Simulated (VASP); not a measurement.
# BN (P1) in VASP: further runs

BN is run at these levels: PBE; tasks: single point.

Program: VASP 6.6.1. These are calculated values, not measurements. Logs are shortened: lines on timing, memory, paths and dates and some standing lists are left out, and cuts for length are marked.

**1. The cell of the first run**

The typed cell holds 2 atoms: a = 4.043 Å, b = 2.505 Å, c = 3.712 Å, α = 82.17°, β = 37.23°, γ = 64.04°.

**2. Single point, PBE**

File INCAR:

```
SYSTEM = BN
ALGO     = Normal         ! electronic algorithm
EDIFF    = 1E-6           ! SCF threshold, eV
ENCUT    = 520            ! plane-wave cutoff, eV
GGA      = PE             ! functional
ISIF     = 2              ! what is computed and relaxed
ISMEAR   = 0              ! smearing method
LASPH    = .TRUE.         ! aspherical terms in the spheres
LCHARG   = .FALSE.        ! write CHGCAR
LREAL    = .FALSE.        ! projectors in reciprocal space
LWAVE    = .FALSE.        ! write WAVECAR
NBANDS   = 11             ! bands
NELM     = 80             ! most SCF steps
PREC     = Accurate       ! precision mode
SIGMA    = 0.02           ! smearing width, eV
```

File KPOINTS:

```
k-points
0
G
  1 1 1
  0 0 0
```

File POSCAR:

```
BN
1.0
    0.0073251431      3.4541645643      2.1020294116
    1.2467226660     -0.0410427613      2.1724908007
    1.2440463538      3.4968720181     -0.0646822500
B N
1 1
Direct
    0.0062647093     -0.0078147471      0.9996584586
    0.6823088083      0.6481888848      0.3349314075
```

Potentials or basis: VASP PAW PBE potentials, release 64 (B, N).

Run with:

```
$ cat potpaw_PBE.64/B/POTCAR potpaw_PBE.64/N/POTCAR > POTCAR
$ mpirun -np 1 vasp_gam > vasp.out
```

OUTCAR:

```text
SYSTEM = BN
   EDIFF = 1E-6
   ENCUT = 520
   GGA = PE
   ISIF = 2
   ISMEAR = 0
   LASPH = .TRUE.
   LREAL = .FALSE.
   NELM = 80
   PREC = Accurate

 ion  position               nearest neighbor table
   1  0.006  0.992  1.000-   2 1.43   2 1.44   2 1.45
   2  0.682  0.648  0.335-   1 1.43   1 1.44   1 1.45

  LATTYP: Found a triclinic cell.
 ALAT       =     2.5051383581
 B/A-ratio  =     0.9913429136
 C/A-ratio  =     1.6709272285
 COS(alpha) =     0.0013165198
 COS(beta)  =     0.4776513521
 COS(gamma) =     0.4996718087

  Lattice vectors:

 A1 = (  -1.2467226660,   0.0410427613,  -2.1724908007)
 A2 = (  -2.4834438767,  -0.0016646925,  -0.0057791391)
 A3 = (  -0.0026763122,   3.5379147794,  -2.2371730507)

Analysis of symmetry for initial positions (statically):
=====================================================================
 Subroutine PRICEL returns:
 Original cell was already a primitive cell.

 Routine SETGRP: Setting up the symmetry group for a
 triclinic supercell.

 Subroutine GETGRP returns: Found  1 space group operations
 (whereof  1 operations were pure point group operations)
 out of a pool of  2 trial point group operations.

The static configuration has the point symmetry C_1 .

Analysis of symmetry for dynamics (positions and initial velocities):
=====================================================================
 Subroutine PRICEL returns:
 Original cell was already a primitive cell.

 Routine SETGRP: Setting up the symmetry group for a
 triclinic supercell.

 Subroutine GETGRP returns: Found  1 space group operations
 (whereof  1 operations were pure point group operations)
 out of a pool of  2 trial point group operations.

The dynamic configuration has the point symmetry C_1 .

 Subroutine INISYM returns: Found  1 space group operations
 (whereof  1 operations are pure point group operations),
 and found     1 'primitive' translations

----------------------------------------------------------------------------------------

                                     Primitive cell

  volume of cell :      18.8298

  direct lattice vectors                    reciprocal lattice vectors
     0.007325143  3.454164564  2.102029412    -0.403310813  0.147814530  0.234239633
     1.246722666 -0.041042761  2.172490801     0.402231855 -0.138901842  0.226849069
     1.244046354  3.496872018 -0.064682250     0.403106152  0.138330305 -0.228716328

  length of vectors
     4.043492815  2.505138358  3.712135374     0.489261641  0.482228874  0.483674480

  position of ions in fractional coordinates (direct lattice)
     0.006264709  0.992185253  0.999658459
     0.682308808  0.648188885  0.334931408

  ion indices of the primitive-cell ions
   primitive index   ion index
                 1           1
                 2           2

----------------------------------------------------------------------------------------

 KPOINTS: k-points

Automatic generation of k-mesh.
 Grid dimensions read from file:
 generate k-points for:    1    1    1

 Generating k-lattice:

  Cartesian coordinates                     Fractional coordinates (reciprocal lattice)
    -0.403310813  0.147814530  0.234239633     1.000000000  0.000000000  0.000000000
     0.402231855 -0.138901842  0.226849069     0.000000000  1.000000000  0.000000000
     0.403106152  0.138330305 -0.228716328     0.000000000 -0.000000000  1.000000000

  Length of vectors
     0.489261641  0.482228874  0.483674480

  Shift w.r.t. Gamma in fractional coordinates (k-lattice)
     0.000000000  0.000000000  0.000000000

 Subroutine IBZKPT returns following result:
 ===========================================

 Found      1 irreducible k-points:

 Following reciprocal coordinates:
            Coordinates               Weight
  0.000000  0.000000  0.000000      1.000000
   k-points           NKPTS =      1   k-points in BZ     NKDIM =      1   number of bands    NBANDS=     11
   number of dos      NEDOS =    301   number of ions     NIONS =      2
   total plane-waves  NPLWV =  16800
   dimension x,y,z NGX =    30 NGY =   20 NGZ =   28
   dimension x,y,z NGXF=    60 NGYF=   40 NGZF=   56
   ions per type =               1   1
   NGX,Y,Z   is equivalent  to a cutoff of  12.33, 13.27, 12.54 a.u.
   NGXF,Y,Z  is equivalent  to a cutoff of  24.67, 26.54, 25.08 a.u.
 SYSTEM =  BN
   PREC   = accura    normal or accurate (medium, high low for compatibility)
   ISTART =      0    job   : 0-new  1-cont  2-samecut
   ICHARG =      2    charge: 1-file 2-atom 10-const
   ISPIN  =      1    spin polarized calculation?
   LNONCOLLINEAR =      F non collinear calculations
   LSORBIT =      F    spin-orbit coupling
   LASPH  =      T    aspherical Exc in radial PAW
   ENCUT  =  520.0 eV  38.22 Ry    6.18 a.u.   7.52  4.66  6.90*2*pi/ulx,y,z
   NELM   =     80;   NELMIN=  2; NELMDL= -5     # of ELM steps
   EDIFF  = 0.1E-05   stopping-criterion for ELM
   LREAL  =      F    real-space projection
   EDIFFG = 0.1E-04   stopping-criterion for IOM
   NSW    =      0    number of steps for IOM
   IBRION =     -1    ionic relax: 0-MD 1-quasi-New 2-CG
   NFREE  =      0    steps in history (QN), initial steepest desc. (CG)
   ISIF   =      2    stress and relaxation
   ISYM   =      2    0-nonsym 1-usesym 2-fastsym
   POTIM  = 0.5000    time-step for ionic-motion
   TEBEG  =    0.0;   TEEND  =   0.0 temperature during run
   PSTRESS=    0.0 pullay stress
   NELECT =       8.0000    total number of electrons
   NUPDOWN=      -1.0000    fix difference up-down
   EMIN   =  10.00;   EMAX   =-10.00  energy-range for DOS
   EFERMI =   0.00;   METHOD = LEGACY
   ISMEAR =     0;   SIGMA  =   0.02  broadening in eV -4-tet -1-fermi 0-gaus
   EFERMI_NEDOS =   21; number of points for ismear=-14 and -15
   IALGO  =     38    algorithm
   IMIX   =      4    mixing-type and parameters
     AMIX     =   0.40;   BMIX     =  1.00
     AMIX_MAG =   1.60;   BMIX_MAG =  1.00
  volume/ion in A,a.u.               =       9.41        63.53
  Fermi-wavevector in a.u.,A,eV,Ry     =   1.230711  2.325707 20.608065  1.514650
  Thomas-Fermi vector in A             =   2.365549
   LORBIT       =      0    0 simple, 1 ext, 2 COOP (PROOUT), +10 PAW based schemes
   GGA     = PE    functional components
   LHFCALC =     F    Hartree Fock is set to
   AEXX    =    0.0000 exact exchange contribution
   IVDW    =     0    specifies the selected vdW correction
   LEPSILON=     F    determine dielectric tensor
   LRPA    =     F    only Hartree local field effects (RPA)
 non-spin polarized calculation
 Gauss-broadening in eV      SIGMA  =   0.02
  energy-cutoff  :      520.00
  volume of cell :       18.83
 maximum number of plane-waves:       255
 NGX is ok and might be reduce to    30
   NGX = 15   NGY =  9   NGZ = 13

 number of electron       7.9999999 magnetization

 Free energy of the ion-electron system (eV)
  ---------------------------------------------------
  ext. energy  EPLUGINS =         0.00000000
  ---------------------------------------------------
  free energy    TOTEN  =        -9.83267678 eV

  energy without entropy =       -9.83267678  energy(sigma->0) =       -9.83267678

 E-fermi :   2.4039     XC(G=0):  -9.5487

 val. band max:        2.1943607068   @ k =   0.0000   0.0000   0.0000
 cond. band min:       6.9849072264   @ k =   0.0000   0.0000   0.0000
 fundamental gap:      4.7905465196
 Fermi energy:         2.4039374237

 k-point     1 :       0.0000    0.0000    0.0000
  band No.  band energies     occupation
      1     -14.8686      2.00000
      2      -1.8981      2.00000
      3       1.9107      2.00000
      4       2.1944      2.00000
      5       6.9849      0.00000
      6      14.4309      0.00000
      7      14.9217      0.00000
      8      16.0278      0.00000
      9      17.5642      0.00000
     10      27.9504      0.00000
     11      28.9055      0.00000

------------------------ aborting loop because EDIFF is reached ----------------------------------------

  FORCE on cell =-STRESS in cart. coord.  units (eV):
  Direction    XX          YY          ZZ          XY          YZ          ZX
  --------------------------------------------------------------------------------------
  -------------------------------------------------------------------------------------
  Total        3.0668803      8.7041494      2.9002394      0.0146418      0.1415336      0.1777134
  in kB      260.9524484    740.6122528    246.7734337      1.2458270     12.0427065     15.1211478
  external PRESSURE =     416.1127116 kB  Pullay stress =       0.0000000 kB

 VOLUME and BASIS-vectors are now :
 -----------------------------------------------------------------------------
  energy-cutoff  :      520.00
  volume of cell :       18.83
      direct lattice vectors                 reciprocal lattice vectors
     0.007325143  3.454164564  2.102029412    -0.403310813  0.147814530  0.234239633
     1.246722666 -0.041042761  2.172490801     0.402231855 -0.138901842  0.226849069
     1.244046354  3.496872018 -0.064682250     0.403106152  0.138330305 -0.228716328

 POSITION                                       TOTAL-FORCE (eV/Angst)
 -----------------------------------------------------------------------------------
      2.48065      3.47660      2.10402        -0.491113      1.361959     -0.396979
      1.22978      3.50142      2.82075         0.491113     -1.361959      0.396979
 -----------------------------------------------------------------------------------
    total drift:                               -0.000017      0.000772      0.000601

  FREE ENERGIE OF THE ION-ELECTRON SYSTEM (eV)
  ---------------------------------------------------
  free  energy   TOTEN  =        -9.8326767816 eV

  energy  without entropy=       -9.8326767816  energy(sigma->0) =       -9.83267678
```

Wall time 2.8 s (1 thread of Intel Xeon 8259CL, shared host); peak memory 0.13 GiB.

Results:

```
Free energy   : -9.8327 eV
Pressure      : 41.6 GPa
Largest force : 1.501 eV/Å
```

Forces in eV/Å, atoms in the order of the input:
```
B   -0.491  1.362 -0.397
N    0.491 -1.362  0.397
```

Stress tensor (GPa, compression positive):
```
26.10  0.12  1.51
 0.12 74.06  1.20
 1.51  1.20 24.68
```

Caveat: the k points lie up to 3.04 Å⁻¹ apart; forces of over 1 eV/Å act on the atoms, so gaps and moduli don't describe the material at rest.

**3. Single point, PBE**

File INCAR:

```
PREC = Accurate ; ENCUT = 520
EDIFF = 1E-7 ; ISMEAR = 0
SIGMA = 0.02 ; LREAL = False
LASPH = True ; NELM = 100
ALGO = Normal ; ISIF = 2
LWAVE = False ; LCHARG = False
GGA = PE ; NBANDS = 11
```

File KPOINTS:

```
regular mesh
0
Gamma
  4 4 4
```

POSCAR is that of step 2.

Potentials or basis: VASP PAW PBE potentials, release 64 (B, N).

Run with:

```
$ cat potpaw_PBE.64/B/POTCAR potpaw_PBE.64/N/POTCAR > POTCAR
$ mpirun -np 1 vasp_std > vasp.out
```

OUTCAR:

```text
PREC = Accurate
   ENCUT = 520
   EDIFF = 1E-7
   ISMEAR = 0
   LREAL = False
   LASPH = True
   NELM = 100
   ISIF = 2
   GGA = PE

 ion  position               nearest neighbor table
   1  0.006  0.992  1.000-   2 1.43   2 1.44   2 1.45
   2  0.682  0.648  0.335-   1 1.43   1 1.44   1 1.45

  LATTYP: Found a triclinic cell.
 ALAT       =     2.5051383581
 B/A-ratio  =     0.9913429136
 C/A-ratio  =     1.6709272285
 COS(alpha) =     0.0013165198
 COS(beta)  =     0.4776513521
 COS(gamma) =     0.4996718087

  Lattice vectors:

 A1 = (  -1.2467226660,   0.0410427613,  -2.1724908007)
 A2 = (  -2.4834438767,  -0.0016646925,  -0.0057791391)
 A3 = (  -0.0026763122,   3.5379147794,  -2.2371730507)

Analysis of symmetry for initial positions (statically):
=====================================================================
 Subroutine PRICEL returns:
 Original cell was already a primitive cell.

 Routine SETGRP: Setting up the symmetry group for a
 triclinic supercell.

 Subroutine GETGRP returns: Found  1 space group operations
 (whereof  1 operations were pure point group operations)
[... 174 lines left out ...]
      2      -2.5035      2.00000
      3       0.4963      2.00000
      4       0.7694      2.00000
      5       6.8539      0.00000
      6      13.3955      0.00000
      7      13.8797      0.00000
      8      15.1168      0.00000
      9      16.6421      0.00000
     10      27.7641      0.00000
     11      28.8963      0.00000
[... 309 lines left out ...]
 k-point    24 :       0.2500   -0.2500    0.2500
  band No.  band energies     occupation
      1     -14.5829      2.00000
      2      -3.2353      2.00000
      3      -2.2726      2.00000
      4      -0.9169      2.00000
      5      10.3899      0.00000
      6      12.6360      0.00000
      7      14.7708      0.00000
      8      17.9205      0.00000
      9      18.2604      0.00000
     10      23.3321      0.00000
     11      26.3778      0.00000

 [... further k-points ...]

------------------------ aborting loop because EDIFF is reached ----------------------------------------

  FORCE on cell =-STRESS in cart. coord.  units (eV):
  Direction    XX          YY          ZZ          XY          YZ          ZX
  --------------------------------------------------------------------------------------
  -------------------------------------------------------------------------------------
  Total        1.3265433      0.1632671      0.3845217      0.0174283      0.0032251     -0.0445932
  in kB      112.8719413     13.8919519     32.7178994      1.4829238      0.2744133     -3.7943150
  external PRESSURE =      53.1605975 kB  Pullay stress =       0.0000000 kB

 VOLUME and BASIS-vectors are now :
 -----------------------------------------------------------------------------
  energy-cutoff  :      520.00
  volume of cell :       18.83
      direct lattice vectors                 reciprocal lattice vectors
     0.007325143  3.454164564  2.102029412    -0.403310813  0.147814530  0.234239633
     1.246722666 -0.041042761  2.172490801     0.402231855 -0.138901842  0.226849069
     1.244046354  3.496872018 -0.064682250     0.403106152  0.138330305 -0.228716328

 POSITION                                       TOTAL-FORCE (eV/Angst)
 -----------------------------------------------------------------------------------
      2.48065      3.47660      2.10402        -0.412042      0.527783     -0.288040
      1.22978      3.50142      2.82075         0.412042     -0.527783      0.288040
 -----------------------------------------------------------------------------------
    total drift:                               -0.000023     -0.000188     -0.000062

  FREE ENERGIE OF THE ION-ELECTRON SYSTEM (eV)
  ---------------------------------------------------
  free  energy   TOTEN  =       -17.5502501850 eV

  energy  without entropy=      -17.5502501850  energy(sigma->0) =      -17.55025019
```

stdout:

```text
POSCAR found type information on POSCAR B N
 POSCAR found :  2 types and       2 ions
 scaLAPACK will be used
 LDA part: xc-table for (Slater+PW92), standard interpolation
 POSCAR, INCAR and KPOINTS ok, starting setup
 FFT: planning ... GRIDC
 FFT: planning ... GRID_SOFT
 FFT: planning ... GRID
 WAVECAR not read
 entering main loop
```

Run time: 11 s. Hardware: 1 thread of Intel Xeon 8259CL, shared host; peak memory 0.14 GiB.

Results:

* Free energy: -17.5503 eV
* Pressure: 5.3 GPa
* Largest force: 0.729 eV/Å
* Band gap on the k mesh: 4.47 eV (least direct gap 5.39 eV)

Forces on the atoms (eV/Å):
```
B   -0.412  0.528 -0.288
N    0.412 -0.528  0.288
```

Stress tensor (GPa, compression positive):
```
11.29  0.15 -0.38
 0.15  1.39  0.03
-0.38  0.03  3.27
```

Levels at points of the mesh, in eV from the valence-band top:
```
           k point  band 2  band 3  band 4  band 5  band 6  band 7
(0.00, 0.00, 0.00)   -3.91   -0.91   -0.64    5.45   11.99   12.47
(0.50, 0.00, 0.00)   -8.36   -3.73   -0.41    5.18   10.36   14.17
(0.00, 0.50, 0.00)   -8.43   -3.53   -0.33    5.31   10.51   13.88
(0.50, 0.50, 0.00)   -8.50   -3.52    0.00    6.41   10.23   12.91
(0.00, 0.00, 0.50)   -8.37   -3.72   -0.35    5.48   10.32   13.88
(0.50, 0.00, 0.50)   -5.55   -0.92   -0.64   10.19   11.99   12.38
(0.00, 0.50, 0.50)   -8.32   -3.56   -0.92    4.47   10.81   15.18
(0.50, 0.50, 0.50)   -8.41   -3.54   -0.38    5.04   10.54   14.12
```

Caveat: the k points lie up to 0.76 Å⁻¹ apart. A k mesh can miss the band edges.
